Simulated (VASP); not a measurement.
Wanted: the native input for a VASP 6.6.1 run.

```
Task                   : relaxation of shape and atoms at fixed volume
Functional             : PBE
Potentials or basis    : VASP PAW PBE potentials, release 64 (Sr_sv, O)
Cutoff                 : 600 eV
k mesh                 : 8 × 8 × 10
Occupations            : gaussian, width 0.05 eV
Spin                   : no spin polarisation
Dipole correction      : no
Further INCAR settings : ALGO = Normal; EDIFF = 1e-06; IBRION = 2; EDIFFG = -0.01; NSW = 60; ISIF = 4
```

The structure of SrO lies in POSCAR:

```
SrO
1.0
    4.5779317933      0.0000000000      0.0000000000
    0.0000000000      4.5779317933      0.0000000000
    0.0000000000      0.0000000000      3.7996206797
Sr O
2 2
Direct
    0.5000000000      0.0000000000      0.2452438131
    0.0000000000      0.5000000000      0.7547561869
    0.0000000000      0.0000000000      0.0000000000
    0.5000000000      0.5000000000      0.0000000000
```

One way to write it, as run:

INCAR

```
SYSTEM = SrO
  PREC = Accurate
  ENCUT = 600
  EDIFF = 1E-6
  ISMEAR = 0
  SIGMA = 0.05
  LREAL = .FALSE.
  LASPH = .TRUE.
  NELM = 80
  ALGO = Normal
  ISIF = 4
  LWAVE = .FALSE.
  LCHARG = .FALSE.
  GGA = PE
  IBRION = 2
  NSW = 60
  EDIFFG = -0.01
```

KPOINTS

```
Automatic mesh
0
G
  8 8 10
  0 0 0
```

Potentials or basis: VASP PAW PBE potentials, release 64 (Sr_sv, O).

Launch:

```bash
$ cat potpaw_PBE.64/Sr_sv/POTCAR potpaw_PBE.64/O/POTCAR > POTCAR
$ mpirun -np 1 vasp_std > vasp.out
```

It gave:

```json
{
 "Energy gained by relaxing": "1.2 meV/atom",
 "Ionic steps": "6",
 "Pressure after relaxing": "-1.4 GPa",
 "Band gap on the k mesh": "1.91 eV (least direct gap 1.99 eV)"
}
```

Run time: 4.5 min on 1 thread of Oxide Virtual Turin-like Processor (shared host), peak memory 0.29 GiB.
